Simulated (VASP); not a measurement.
# CaO (Fm-3m) in VASP: single point with PBEsol

Aim: the single point of CaO with PBEsol.

All numbers are computed with VASP 6.6.1; they aren't measurements. Logs are shortened: lines on timing, memory, paths and dates and some standing lists are left out, and cuts for length are marked.

## 1. The cell of the first run

The structure is cubic, space group Fm-3m (No. 225). The conventional cell has a = 4.768 Å, b = 4.768 Å, c = 4.768 Å, α = 90.00°, β = 90.00°, γ = 90.00°. O (site symmetry m-3m) has 6 Ca at 2.38 Å within 3.1 Å. Within 3.1 Å of Ca (site symmetry m-3m) lie 6 O at 2.38 Å.

## 2. Single point, PBEsol

Input file INCAR:

```
SYSTEM = CaO
ALGO = Normal ; EDIFF = 1E-6
ENCUT = 520 ; GGA = PS
ISIF = 2 ; ISMEAR = -1
LASPH = .TRUE. ; LCHARG = .FALSE.
LREAL = Auto ; LWAVE = .FALSE.
NBANDS = 294 ; NELM = 60
PREC = Accurate ; SIGMA = 0.05
```

Input file KPOINTS:

```
k-points
0
G
  1 1 1
  0 0 0
```

Input file POSCAR:

```
CaO
1.0
    9.5352000000      0.0000000000      0.0000000000
    0.0000000000      9.5352000000      0.0000000000
    0.0000000000      0.0000000000      9.5352000000
O Ca
32 32
Direct
    0.2500000000      0.0000000000      0.0000000000
    0.2500000000      0.0000000000      0.5000000000
    0.2500000000      0.5000000000      0.0000000000
    0.2500000000      0.5000000000      0.5000000000
    0.7500000000      0.0000000000      0.0000000000
    0.7500000000      0.0000000000      0.5000000000
    0.7500000000      0.5000000000      0.0000000000
    0.7500000000      0.5000000000      0.5000000000
    0.0000000000      0.2500000000      0.0000000000
    0.0000000000      0.2500000000      0.5000000000
    0.0000000000      0.7500000000      0.0000000000
    0.0000000000      0.7500000000      0.5000000000
    0.5000000000      0.2500000000      0.0000000000
    0.5000000000      0.2500000000      0.5000000000
    0.5000000000      0.7500000000      0.0000000000
    0.5000000000      0.7500000000      0.5000000000
    0.0000000000      0.0000000000      0.2500000000
    0.0000000000      0.0000000000      0.7500000000
    0.0000000000      0.5000000000      0.2500000000
    0.0000000000      0.5000000000      0.7500000000
    0.5000000000      0.0000000000      0.2500000000
    0.5000000000      0.0000000000      0.7500000000
    0.5000000000      0.5000000000      0.2500000000
    0.5000000000      0.5000000000      0.7500000000
    0.2500000000      0.2500000000      0.2500000000
    0.2500000000      0.2500000000      0.7500000000
    0.2500000000      0.7500000000      0.2500000000
    0.2500000000      0.7500000000      0.7500000000
    0.7500000000      0.2500000000      0.2500000000
    0.7500000000      0.2500000000      0.7500000000
    0.7500000000      0.7500000000      0.2500000000
    0.7500000000      0.7500000000      0.7500000000
    0.0000000000      0.0000000000      0.0000000000
    0.0000000000      0.0000000000      0.5000000000
    0.0000000000      0.5000000000      0.0000000000
    0.0000000000      0.5000000000      0.5000000000
    0.5000000000      0.0000000000      0.0000000000
    0.5000000000      0.0000000000      0.5000000000
    0.5000000000      0.5000000000      0.0000000000
    0.5000000000      0.5000000000      0.5000000000
    0.2500000000      0.2500000000      0.0000000000
    0.2500000000      0.2500000000      0.5000000000
    0.2500000000      0.7500000000      0.0000000000
    0.2500000000      0.7500000000      0.5000000000
    0.7500000000      0.2500000000      0.0000000000
    0.7500000000      0.2500000000      0.5000000000
    0.7500000000      0.7500000000      0.0000000000
    0.7500000000      0.7500000000      0.5000000000
    0.2500000000      0.0000000000      0.2500000000
    0.2500000000      0.0000000000      0.7500000000
    0.2500000000      0.5000000000      0.2500000000
    0.2500000000      0.5000000000      0.7500000000
    0.7500000000      0.0000000000      0.2500000000
    0.7500000000      0.0000000000      0.7500000000
    0.7500000000      0.5000000000      0.2500000000
    0.7500000000      0.5000000000      0.7500000000
    0.0000000000      0.2500000000      0.2500000000
    0.0000000000      0.2500000000      0.7500000000
    0.0000000000      0.7500000000      0.2500000000
    0.0000000000      0.7500000000      0.7500000000
    0.5000000000      0.2500000000      0.2500000000
    0.5000000000      0.2500000000      0.7500000000
    0.5000000000      0.7500000000      0.2500000000
    0.5000000000      0.7500000000      0.7500000000
```

Potentials or basis: VASP PAW PBE potentials, release 64 (O, Ca_sv).

Command:

```sh
cat potpaw_PBE.64/O/POTCAR potpaw_PBE.64/Ca_sv/POTCAR > POTCAR
mpirun -np 1 vasp_gam > vasp.out
```

OUTCAR:

```text
SYSTEM = CaO
   EDIFF = 1E-6
   ENCUT = 520
   GGA = PS
   ISIF = 2
   ISMEAR = -1
   LASPH = .TRUE.
   LREAL = Auto
   NELM = 60
   PREC = Accurate

 ion  position               nearest neighbor table
   1  0.250  0.000  0.000-  33 2.38  37 2.38  41 2.38  43 2.38  49 2.38  50 2.38
   2  0.250  0.000  0.500-  34 2.38  38 2.38  42 2.38  44 2.38  49 2.38  50 2.38
   3  0.250  0.500  0.000-  35 2.38  39 2.38  41 2.38  43 2.38  51 2.38  52 2.38
   4  0.250  0.500  0.500-  36 2.38  40 2.38  42 2.38  44 2.38  51 2.38  52 2.38
   5  0.750  0.000  0.000-  33 2.38  37 2.38  45 2.38  47 2.38  53 2.38  54 2.38
   6  0.750  0.000  0.500-  34 2.38  38 2.38  46 2.38  48 2.38  53 2.38  54 2.38
[... 56 lines left out ...]
  63  0.500  0.750  0.250-  15 2.38  16 2.38  21 2.38  23 2.38  27 2.38  31 2.38
  64  0.500  0.750  0.750-  15 2.38  16 2.38  22 2.38  24 2.38  28 2.38  32 2.38

  LATTYP: Found a simple cubic cell.
 ALAT       =     9.5352000000

  Lattice vectors:

 A1 = (   9.5352000000,   0.0000000000,   0.0000000000)
 A2 = (   0.0000000000,   9.5352000000,   0.0000000000)
 A3 = (   0.0000000000,   0.0000000000,   9.5352000000)

Analysis of symmetry for initial positions (statically):
=====================================================================
 Subroutine PRICEL returns following result:

  LATTYP: Found a face centered cubic cell.
 ALAT       =     4.7676000000

  Lattice vectors:

 A1 = (   2.3838000000,  -2.3838000000,   0.0000000000)
 A2 = (   2.3838000000,   0.0000000000,   2.3838000000)
 A3 = (   0.0000000000,  -2.3838000000,   2.3838000000)

  32 primitive cells build up your supercell.

 Routine SETGRP: Setting up the symmetry group for a
 simple cubic supercell.

 Subroutine GETGRP returns: Found 48 space group operations
 (whereof 48 operations were pure point group operations)
 out of a pool of 48 trial point group operations.

The static configuration has the point symmetry O_h .

Analysis of symmetry for dynamics (positions and initial velocities):
=====================================================================
 Subroutine PRICEL returns following result:

  LATTYP: Found a face centered cubic cell.
 ALAT       =     4.7676000000

  Lattice vectors:

 A1 = (   2.3838000000,  -2.3838000000,   0.0000000000)
 A2 = (   2.3838000000,   0.0000000000,   2.3838000000)
 A3 = (   0.0000000000,  -2.3838000000,   2.3838000000)

  32 primitive cells build up your supercell.

 Routine SETGRP: Setting up the symmetry group for a
 simple cubic supercell.

 Subroutine GETGRP returns: Found 48 space group operations
 (whereof 48 operations were pure point group operations)
 out of a pool of 48 trial point group operations.

The dynamic configuration has the point symmetry O_h .

 Subroutine INISYM returns: Found 48 space group operations
 (whereof 48 operations are pure point group operations),
 and found    32 'primitive' translations

----------------------------------------------------------------------------------------

                                     Primitive cell

  volume of cell :      27.0919

  direct lattice vectors                    reciprocal lattice vectors
     2.383800000 -2.383800000  0.000000000     0.209749140 -0.209749140 -0.209749140
     2.383800000  0.000000000  2.383800000     0.209749140  0.209749140  0.209749140
     0.000000000 -2.383800000  2.383800000    -0.209749140 -0.209749140  0.209749140

  length of vectors
     3.371202290  3.371202290  3.371202290     0.363296167  0.363296167  0.363296167

  position of ions in fractional coordinates (direct lattice)
     0.500000000  0.500000000  0.500000000
     0.000000000  0.000000000  0.000000000

  ion indices of the primitive-cell ions
   primitive index   ion index
                 1           1
                 2          33

----------------------------------------------------------------------------------------

 KPOINTS: k-points

Automatic generation of k-mesh.
 Grid dimensions read from file:
 generate k-points for:    1    1    1

 Generating k-lattice:

  Cartesian coordinates                     Fractional coordinates (reciprocal lattice)
     0.104874570  0.000000000  0.000000000     1.000000000  0.000000000  0.000000000
     0.000000000  0.104874570  0.000000000     0.000000000  1.000000000  0.000000000
     0.000000000  0.000000000  0.104874570     0.000000000  0.000000000  1.000000000

  Length of vectors
     0.104874570  0.104874570  0.104874570

  Shift w.r.t. Gamma in fractional coordinates (k-lattice)
     0.000000000  0.000000000  0.000000000

 Subroutine IBZKPT returns following result:
 ===========================================

 Found      1 irreducible k-points:

 Following reciprocal coordinates:
            Coordinates               Weight
  0.000000  0.000000  0.000000      1.000000
   k-points           NKPTS =      1   k-points in BZ     NKDIM =      1   number of bands    NBANDS=    294
   number of dos      NEDOS =    301   number of ions     NIONS =     64
   total plane-waves  NPLWV = 373248
   dimension x,y,z NGX =    72 NGY =   72 NGZ =   72
   dimension x,y,z NGXF=   144 NGYF=  144 NGZF=  144
   ions per type =              32  32
   NGX,Y,Z   is equivalent  to a cutoff of  12.55, 12.55, 12.55 a.u.
   NGXF,Y,Z  is equivalent  to a cutoff of  25.11, 25.11, 25.11 a.u.
 SYSTEM =  CaO
   PREC   = accura    normal or accurate (medium, high low for compatibility)
   ISTART =      0    job   : 0-new  1-cont  2-samecut
   ICHARG =      2    charge: 1-file 2-atom 10-const
   ISPIN  =      1    spin polarized calculation?
   LNONCOLLINEAR =      F non collinear calculations
   LSORBIT =      F    spin-orbit coupling
   LASPH  =      T    aspherical Exc in radial PAW
   ENCUT  =  520.0 eV  38.22 Ry    6.18 a.u.  17.73 17.73 17.73*2*pi/ulx,y,z
   NELM   =     60;   NELMIN=  2; NELMDL= -5     # of ELM steps
   EDIFF  = 0.1E-05   stopping-criterion for ELM
   LREAL  =      T    real-space projection
   EDIFFG = 0.1E-04   stopping-criterion for IOM
   NSW    =      0    number of steps for IOM
   IBRION =     -1    ionic relax: 0-MD 1-quasi-New 2-CG
   NFREE  =      0    steps in history (QN), initial steepest desc. (CG)
   ISIF   =      2    stress and relaxation
   ISYM   =      2    0-nonsym 1-usesym 2-fastsym
   POTIM  = 0.5000    time-step for ionic-motion
   TEBEG  =    0.0;   TEEND  =   0.0 temperature during run
   PSTRESS=    0.0 pullay stress
   NELECT =     512.0000    total number of electrons
   NUPDOWN=      -1.0000    fix difference up-down
   EMIN   =  10.00;   EMAX   =-10.00  energy-range for DOS
   EFERMI =   0.00;   METHOD = LEGACY
   ISMEAR =    -1;   SIGMA  =   0.05  broadening in eV -4-tet -1-fermi 0-gaus
   EFERMI_NEDOS =   21; number of points for ismear=-14 and -15
   IALGO  =     38    algorithm
   IMIX   =      4    mixing-type and parameters
     AMIX     =   0.40;   BMIX     =  1.00
     AMIX_MAG =   1.60;   BMIX_MAG =  1.00
  volume/ion in A,a.u.               =      13.55        91.41
  Fermi-wavevector in a.u.,A,eV,Ry     =   1.373520  2.595577 25.668172  1.886557
  Thomas-Fermi vector in A             =   2.499030
   LORBIT       =      0    0 simple, 1 ext, 2 COOP (PROOUT), +10 PAW based schemes
   GGA     = PS    functional components
   LHFCALC =     F    Hartree Fock is set to
   AEXX    =    0.0000 exact exchange contribution
   IVDW    =     0    specifies the selected vdW correction
   LEPSILON=     F    determine dielectric tensor
   LRPA    =     F    only Hartree local field effects (RPA)
 non-spin polarized calculation
  energy-cutoff  :      520.00
  volume of cell :      866.94
 maximum number of plane-waves:     11720
 NGX is ok and might be reduce to    70
   NGX = 35   NGY = 35   NGZ = 35

 number of electron     511.9999652 magnetization

 Free energy of the ion-electron system (eV)
  ---------------------------------------------------
  ext. energy  EPLUGINS =         0.00000000
  ---------------------------------------------------
  free energy    TOTEN  =      -426.17933137 eV

  energy without entropy =     -426.17933137  energy(sigma->0) =     -426.17933137

 E-fermi :   3.6541     XC(G=0): -10.8540

 val. band max:        2.3952679568   @ k =   0.0000   0.0000   0.0000
 cond. band min:       5.8492214720   @ k =   0.0000   0.0000   0.0000
 fundamental gap:      3.4539535152
 Fermi energy:         3.6541335015

 k-point     1 :       0.0000    0.0000    0.0000
  band No.  band energies     occupation
      1     -34.9782      2.00000
      2     -34.9006      2.00000
      3     -34.9006      2.00000
      4     -34.9006      2.00000
      5     -34.9006      2.00000
      6     -34.9006      2.00000
[... 260 lines left out ...]
    267       8.5721      0.00000
    268       8.5721      0.00000
 [bands above 268 left out]

------------------------ aborting loop because EDIFF is reached ----------------------------------------

  FORCE on cell =-STRESS in cart. coord.  units (eV):
  Direction    XX          YY          ZZ          XY          YZ          ZX
  --------------------------------------------------------------------------------------
  -------------------------------------------------------------------------------------
  Total       10.1980968     10.1980968     10.1980968      0.0000000     -0.0000000     -0.0000000
  in kB       18.8469158     18.8469158     18.8469158      0.0000000     -0.0000000     -0.0000000
  external PRESSURE =      18.8469158 kB  Pullay stress =       0.0000000 kB

 VOLUME and BASIS-vectors are now :
 -----------------------------------------------------------------------------
  energy-cutoff  :      520.00
  volume of cell :      866.94
      direct lattice vectors                 reciprocal lattice vectors
     9.535200000  0.000000000  0.000000000     0.104874570  0.000000000  0.000000000
     0.000000000  9.535200000  0.000000000     0.000000000  0.104874570  0.000000000
     0.000000000  0.000000000  9.535200000     0.000000000  0.000000000  0.104874570

 POSITION                                       TOTAL-FORCE (eV/Angst)
 -----------------------------------------------------------------------------------
      2.38380      0.00000      0.00000        -0.000000     -0.000000      0.000000
      2.38380      0.00000      4.76760        -0.000000     -0.000000      0.000000
      2.38380      4.76760      0.00000         0.000000      0.000000      0.000000
      2.38380      4.76760      4.76760        -0.000000     -0.000000     -0.000000
      7.15140      0.00000      0.00000         0.000000     -0.000000     -0.000000
      7.15140      0.00000      4.76760         0.000000      0.000000     -0.000000
[... 56 lines left out ...]
      4.76760      7.15140      2.38380         0.000000     -0.000000      0.000000
      4.76760      7.15140      7.15140        -0.000000     -0.000000     -0.000000
 -----------------------------------------------------------------------------------
    total drift:                                0.000000      0.000000      0.000000

  FREE ENERGIE OF THE ION-ELECTRON SYSTEM (eV)
  ---------------------------------------------------
  free  energy   TOTEN  =      -426.1793313743 eV

  energy  without entropy=     -426.1793313742  energy(sigma->0) =     -426.17933137
```

It took 9.8 min on 1 thread of Intel Xeon Platinum 8375C at 2.90GHz (Ice Lake), shared host; peak memory 0.75 GiB.

Results:

| Item | Value |
| --- | --- |
| Free energy | -426.1793 eV |
| Pressure | 1.9 GPa |
| Band gap on the k mesh | 3.45 eV |

Caveat: the k points lie up to 0.66 Å⁻¹ apart; the PAW data sets were made with another functional, which shifts forces and pressure a little; an odd mesh through Γ misses points on the zone boundary, where band edges can lie.
